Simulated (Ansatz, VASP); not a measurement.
Two plane-wave programs on Mg3CdS2

```
Mg Cd S
1.0
     4.64087    0.00000    0.00000
    -2.32044    4.01911    0.00000
     0.00000    0.00000    7.22468
Mg Cd S
3 1 2
Cartesian
  0.0000 0.0000 3.6123
  0.0000 2.6794 0.0000
  0.0000 2.6794 3.6123
  0.0000 0.0000 0.0000
  2.3204 1.3397 2.0465
  2.3204 1.3397 5.1782
```

Change from the starting cell: species swapped into the Ce2NiGe3 type (P-6m2, No. 187).

Alike in both runs: functional PBE; k mesh 6 × 6 × 4; occupations gaussian, width 0.1 eV; no spin polarisation.

Ansatz relaxed the structure, and its values are those at the end. VASP's run is a single point on that final structure, the one shown.

```csv
,VASP,Ansatz
version,VASP 6.6.1,Ansatz 0.2.0
potentials or method,"VASP PAW PBE potentials, release 64 (Mg, Cd, S), cutoff 520 eV","scalar-relativistic, plane waves, PAW"
valence electrons in the cell,30,62
```

|  | VASP | Ansatz | Ansatz less VASP |
| --- | --- | --- | --- |
| gap on the k mesh at the Fermi level (eV) | none | none | - |
| pressure (GPa) | 0.0 | 0.0 | +0.05 |

A gap of «none» marks a metal or a gap that the smearing closes. VASP's potentials hold 30 valence electrons a cell and Ansatz's 62, so a difference there can come from the potentials and not from the codes.
